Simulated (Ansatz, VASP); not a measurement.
Two plane-wave programs on WS2

```
W S
1.0
     1.57900    0.91164    6.16333
    -1.57900    0.91164    6.16333
     0.00000   -1.82327    6.16333
W S
1 2
Direct
  0.06296 0.06296 0.89842
  0.75030 0.75030 0.75030
  0.58100 0.58100 0.58100
```

Alike in both runs: task single point; functional PBEsol; dispersion D3(BJ); k mesh 12 × 12 × 12; occupations gaussian, width 0.05 eV; no spin polarisation.

```csv
,VASP,Ansatz
version,VASP 6.6.1,Ansatz 0.2.0
potentials or method,"VASP PAW PBE potentials, release 64 (W_sv, S), cutoff 520 eV","scalar-relativistic, plane waves, PAW"
valence electrons in the cell,26,26
```

|  | VASP | Ansatz | Ansatz less VASP |
| --- | --- | --- | --- |
| gap on the k mesh at the Fermi level (eV) | 0.37 | 0.36 | -0.016 |
| least direct gap on the mesh (eV) | 0.64 | 0.63 | -0.010 |
| pressure (GPa) | 4.3 | 4.1 | -0.11 |
| traceless stress, the component that is largest in VASP (GPa) | -10.60 | -10.55 | +0.048 |
| rms of the force components (eV/Å) | 3.389 | 3.379 | -0.0100 |

VASP's potentials were made for PBE, not for PBEsol. Atom by atom the forces differ by 0.013 eV/Å (rms over components).

Neither program's run includes spin-orbit coupling.
